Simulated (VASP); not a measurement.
Input of a VASP 6.6.1 run:

The input POSCAR:

```
Ir
1.0
    2.7141925539      0.0000000000      0.0000000000
   -1.3570962769      2.3505597024      0.0000000000
    0.0000000000      0.0000000000      4.4019813909
Ir
2
Direct
    0.3333333333      0.6666666667      0.2500000000
    0.6666666667      0.3333333333      0.7500000000
```

The input INCAR.step1:

```
ALGO = Normal
EDIFF = 1E-5
ENCUT = 520
GGA = PE
ISIF = 2
ISMEAR = -1
LASPH = T
LCHARG = F
LREAL = F
LWAVE = T
NBANDS = 16
NELM = 100
PREC = Accurate
SIGMA = 0.05
```

The input INCAR.step2:

```
ALGO = Normal
EDIFF = 1E-6
ENCUT = 520
GGA = PE
HFSCREEN = 0.2079
ISIF = 2
ISMEAR = -1
ISTART = 1
LASPH = T
LCHARG = F
LHFCALC = T
LREAL = F
LWAVE = F
NBANDS = 16
NELM = 100
PREC = Accurate
PRECFOCK = Normal
SIGMA = 0.05
```

KPOINTS

```
k-points
0
Gamma
  6 6 4
```

Potentials or basis: VASP PAW PBE potentials, release 64 (Ir).

Run with:

```sh
$ cat potpaw_PBE.64/Ir/POTCAR > POTCAR
$ cp INCAR.step1 INCAR
$ mpirun -np 1 vasp_std > vasp.out
$ cp INCAR.step2 INCAR
$ mpirun -np 1 vasp_std > vasp.out
```

Predict the pressure.

2.1 GPa.

Estimate the band gap on the k mesh.

zero (bands 9 and 10 overlap by 4.02 eV).

Stress tensor (GPa, compression positive):
```
 5.04  0.00  0.00
 0.00  5.04  0.00
 0.00  0.00 -3.90
```

Caveat: the k points lie up to 0.45 Å⁻¹ apart, too coarse for converged energies and pressures of a metal; the PAW data sets were made with another functional, which shifts forces and pressure a little; spin-orbit coupling is left out, which moves the levels of the heavy elements.
